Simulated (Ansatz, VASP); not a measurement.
One calculation of MnS, two programs

File INCAR:

```
SYSTEM = MnS
PREC     = Accurate       ! precision mode
ENCUT    = 520            ! plane-wave cutoff, eV
EDIFF    = 1E-7           ! SCF threshold, eV
ISMEAR   = 0              ! smearing method
SIGMA    = 0.05           ! smearing width, eV
LREAL    = .False.        ! projectors in reciprocal space
LASPH    = .True.         ! aspherical terms in the spheres
NELM     = 150            ! most SCF steps
ALGO     = Normal         ! electronic algorithm
ISIF     = 2              ! what is computed and relaxed
LWAVE    = .False.        ! write WAVECAR
LCHARG   = .False.        ! write CHGCAR
ISPIN    = 2              ! spin polarisation
MAGMOM   = 5 0            ! initial moments
LORBIT   = 11             ! projections on sites
LMAXMIX  = 4              ! l up to which the mixer works
GGA      = PE             ! functional
NBANDS   = 20             ! bands
```

The input KPOINTS:

```
regular mesh
0
Gamma
  6 6 6
  0 0 0
```

File POSCAR:

```
MnS
1.0
    0.0000000000      2.8000000000      2.8000000000
    2.8000000000      0.0000000000      2.8000000000
    2.8000000000      2.8000000000      0.0000000000
Mn S
1 1
Direct
    0.0000000000      0.0000000000      0.0000000000
    0.7500000000      0.7500000000      0.7500000000
```

Input for Ansatz:

```yaml
crystal:
  lattice:
    - [0.0, 2.8, 2.8]
    - [2.8, 0.0, 2.8]
    - [2.8, 2.8, 0.0]
  atoms:
    - { symbol: Mn, position: [0.0, 0.0, 0.0], spin: 5.0 }
    - { symbol: S, position: [0.75, 0.75, 0.75] }
basis:
  ecutwfc: 420
  ecutrho_ratio: 4
kpoints:
  mp_grid: { grid: [6, 6, 6] }
hamiltonian:
  xc: pbe
scf:
  occupations: { method: gaussian, width: 0.05 }
  lower_state_search: "off"
  max_iter: 150
output:
  forces: true
  stress: true
  eigenvalues: true
  populations: true
  hubbard: { sites: [{ site: 0, l: d }] }
magnetization:
  spin_polarized: true
```

Alike in both runs: task single point; functional PBE; k mesh 6 × 6 × 6; occupations gaussian, width 0.05 eV; collinear spin.

|  | VASP | Ansatz |
| --- | --- | --- |
| version | VASP 6.6.1 | Ansatz 0.2.0 |
| potentials or method | VASP PAW PBE potentials, release 64 (Mn_pv, S), cutoff 520 eV | scalar-relativistic, plane waves, PAW |
| valence electrons in the cell | 19 | 21 |

|  | VASP | Ansatz | Ansatz less VASP |
| --- | --- | --- | --- |
| gap on the k mesh at the Fermi level (eV) | none | none | - |
| pressure (GPa) | 1.2 | 1.1 | -0.06 |
| net moment per atom (μB) | 2.47 | 2.46 | -0.002 |
| size of the moment on the site where the two differ most (μB) | 4.33 | 4.16 | -0.172 |

Site moments also hang on the region over which each program counts them. A gap of «none» marks a metal or a gap that the smearing closes. The functional is the same, so the differences come from potentials, cutoffs and numerics. VASP's potentials hold 19 valence electrons a cell and Ansatz's 21, so a difference there can come from the potentials and not from the codes.
